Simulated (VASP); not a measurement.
Set up this calculation in VASP 6.6.1, as the native input.

- Task: single point
- Functional: PBEsol
- Potentials or basis: VASP PAW PBE potentials, release 64 (Yb)
- Cutoff: 520 eV
- k mesh: 12 × 12 × 12
- Occupations: fermi-dirac, width 0.03 eV
- Spin: no spin polarisation
- Dipole correction: no
- Further INCAR settings: ALGO = Normal; EDIFF = 1e-06; NBANDS = 18

The structure of Yb lies in POSCAR:

```
Yb
1.0
    0.0000000000      2.7246250000      2.7246250000
    2.7246250000      0.0000000000      2.7246250000
    2.7246250000      2.7246250000      0.0000000000
Yb
1
Direct
    0.0000000000      0.0000000000      0.0000000000
```

These files were run (other wordings do the same):

INCAR

```
  ALGO = Normal
  EDIFF = 1E-6
  ENCUT = 520
  GGA = PS
  ISIF = 2
  ISMEAR = -1
  LASPH = T
  LCHARG = F
  LREAL = F
  LWAVE = F
  NBANDS = 18
  NELM = 100
  PREC = Accurate
  SIGMA = 0.03
```

KPOINTS

```
k-points
0
Gamma
  12 12 12
```

Potentials or basis: VASP PAW PBE potentials, release 64 (Yb).

Run with:

```console
$ cat potpaw_PBE.64/Yb/POTCAR > POTCAR
$ mpirun -np 1 vasp_std > vasp.out
```

Results of the run:

- Pressure: -2.7 GPa
- Band gap on the k mesh: zero (bands 12 and 13 overlap by 0.05 eV)

Caveat: the PAW data sets were made with another functional, which shifts forces and pressure a little; spin-orbit coupling is left out, which moves the levels of the heavy elements.

Wall time 3.4 min on 1 thread of Intel(R) Xeon(R) Platinum 8259CL CPU @ 2.50GHz (Skylake/Cascade Lake), with other jobs on the host, peak memory 0.22 GiB.
